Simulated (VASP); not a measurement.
H3C8, 22 atoms in the cell. The cell holds a slab with vacuum, 22 atoms: a = 5.049 Å, b = 5.049 Å, c = 16.776 Å, α = 90.00°, β = 90.00°, γ = 60.00°. 

* Program: VASP 6.6.1
* Task: single point
* Functional: PBE
* Potentials or basis: VASP PAW PBE potentials, release 64 (H, C)
* Cutoff: 520 eV
* k mesh: 2 × 2 × 1
* Occupations: fermi-dirac, width 0.05 eV
* Spin: no spin polarisation
* Dipole correction: no
* Further INCAR settings: LREAL = Auto; ALGO = Normal; EDIFF = 1e-06; NBANDS = 52

Potentials or basis: VASP PAW PBE potentials, release 64 (H, C).

Command:

```console
$ cat potpaw_PBE.64/H/POTCAR potpaw_PBE.64/C/POTCAR > POTCAR
$ mpirun -np 1 vasp_std > vasp.out
```

Hardware: 1 thread of Intel(R) Xeon(R) 6975P-C (Granite Rapids) (shared host).

**Question.** How long does it take, and how much memory?

**Answer.** It took 2.2 min on 1 thread of Intel(R) Xeon(R) 6975P-C (Granite Rapids), on a shared host, peak memory 0.46 GiB. Counts: scf iterations 26, k points 4.
